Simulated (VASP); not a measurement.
K2Sm: relaxation of cell and atoms with PBE

Crystal: K2Sm.

```xyz
6
Lattice="0.0000 5.2704 5.2704 5.2704 0.0000 5.2704 5.2704 5.2704 0.0000" Properties=species:S:1:pos:R:3 pbc="T T T"
K     6.5880    6.5880    6.5880
K     6.5880    3.9528    3.9528
K     3.9528    3.9528    6.5880
K     3.9528    6.5880    3.9528
Sm    0.0000    0.0000    0.0000
Sm    2.6352    2.6352    2.6352
```

The cell was generated, and may not be a known phase.

```yaml
Program: VASP 6.6.1
Task: relaxation of cell and atoms
Functional: PBE
Potentials_or_basis: VASP PAW PBE potentials, release 64 (K_sv, Sm_3), 4f in core
Cutoff: 500 eV
k_mesh: 6 × 6 × 6
Occupations: gaussian, width 0.1 eV
Spin: no spin polarisation
Dipole_correction: no
Further_INCAR_settings: ALGO = Normal; EDIFF = 1e-07; IBRION = 2; EDIFFG = -0.01; NSW = 100; ISIF = 3
```

The relaxed volume is 48.90 Å³/atom and the relaxed cell is a = 7.458 Å, b = 7.458 Å, c = 7.458 Å, α = 60.00°, β = 60.00°, γ = 60.00°. The space group after relaxing (to 0.1 Å) is Fd-3m (No. 227). The energy gained by relaxing is 0.0 meV/atom and the ionic steps are 2. The pressure after relaxing is 0.0 GPa and the band gap on the k mesh is zero (bands 29 and 30 overlap by 0.17 eV).

The path:
```
step  energy change (eV)  largest force (eV/Å)  pressure (GPa)  volume (Å³)
   1              0.0000                0.0000            0.05       292.79
   2             -0.0001                0.0000            0.03       293.38
```

Final structure:
```yaml
crystal:
  lattice:
    - [0.00000, 5.27392, 5.27392]
    - [5.27392, 0.00000, 5.27392]
    - [5.27392, 5.27392, 0.00000]
  atoms:
    - { symbol: K, position: [0.62500, 0.62500, 0.62500] }
    - { symbol: K, position: [0.12500, 0.62500, 0.62500] }
    - { symbol: K, position: [0.62500, 0.62500, 0.12500] }
    - { symbol: K, position: [0.62500, 0.12500, 0.62500] }
    - { symbol: Sm, position: [0.00000, 0.00000, 0.00000] }
    - { symbol: Sm, position: [0.25000, 0.25000, 0.25000] }
```

Levels at points of the mesh, in eV from the Fermi level:
| k point | band 27 | band 28 | band 29 | band 30 | band 31 | band 32 |
| --- | --- | --- | --- | --- | --- | --- |
| (0.00, 0.00, 0.00) | -0.19 | -0.19 | 0.05 | 0.05 | 0.34 | 0.34 |
| (0.50, 0.00, 0.00) | -0.55 | -0.28 | -0.28 | 0.13 | 0.13 | 0.60 |
| (0.50, 0.50, 0.00) | -0.79 | -0.79 | 0.05 | 0.05 | 0.22 | 0.22 |

Run time: 4.3 min on 1 thread of AMD EPYC 9R45 96-Core Processor (Zen 5), with other jobs on the host, peak memory 0.43 GiB.

Caveat: spin-orbit coupling is left out, which moves the levels of the heavy elements; the 4f electrons are frozen in the core, so they carry no moment and show no levels. Spin polarisation is off, so any magnetic state and its effect on volume and gap are missing.
